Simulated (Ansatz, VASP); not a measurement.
## InP in VASP and in Ansatz

Contents of INCAR:

```
  ALGO = Normal
  EDIFF = 1E-6
  ENCUT = 520
  GGA = PE
  ISIF = 2
  ISMEAR = -1
  LASPH = T
  LCHARG = F
  LREAL = F
  LWAVE = F
  NBANDS = 16
  NELM = 80
  PREC = Accurate
  SIGMA = 0.03
```

KPOINTS

```
k-points
0
Gamma
  11 11 11
```

Contents of POSCAR:

```
InP
1.0
    0.0000000000      2.8550000000      2.9121000000
    2.8550000000      0.0000000000      2.9121000000
    2.8550000000      2.8550000000      0.0000000000
In P
1 1
Direct
    0.0000000000      0.0000000000      0.0000000000
    0.5000000000      0.5000000000      0.5000000000
```

Input for Ansatz:

```yaml
crystal:
  lattice:
    - [0.0, 2.855, 2.9121]
    - [2.855, 0.0, 2.9121]
    - [2.855, 2.855, 0.0]
  atoms:
    - { symbol: In, position: [0.0, 0.0, 0.0] }
    - { symbol: P, position: [0.5, 0.5, 0.5] }
kpoints:
  mp_grid: { grid: [11, 11, 11] }
  band_path:
    path:
      - [0.0, 0.0, 0.0]
      - [0.0, 0.5, 0.5]
      - [0.25, 0.75, 0.5]
      - [0.0, 0.5, 0.0]
      - [0.0, 0.0, 0.0]
      - [0.5, 0.5, 0.0]
      - [0.3701460977, 0.6298539023, 0.0]
      - [-0.3701460977, 0.3701460977, 0.0]
      - [0.0, 0.0, 0.0]
    npoints: 5
scf:
  occupations: { method: fermi_dirac, width: 0.03 }
hamiltonian:
  xc: pbe
  pseudopotentials: { kind: all_electron, lapw: { basis_error: 0.00025 } }
output:
  forces: true
  stress: true
  eigenvalues: true
```

Change from the starting cell: zz strain of +2 %.

Alike in both runs: task single point; functional PBE; k mesh 11 × 11 × 11; occupations fermi-dirac, width 0.03 eV; no spin polarisation.

```csv
,VASP,Ansatz
version,VASP 6.6.1,Ansatz 0.2.0
potentials or method,"VASP PAW PBE potentials, release 64 (In_d, P), cutoff 520 eV","all-electron LAPW, scalar-relativistic"
```

|  | VASP | Ansatz | Ansatz less VASP |
| --- | --- | --- | --- |
| pressure (GPa) | -6.2 | -6.2 | +0.04 |
| traceless stress, the component that is largest in VASP (GPa) | -0.92 | -0.92 | -0.002 |

Ansatz ran all-electron here, and VASP with PAW potentials.
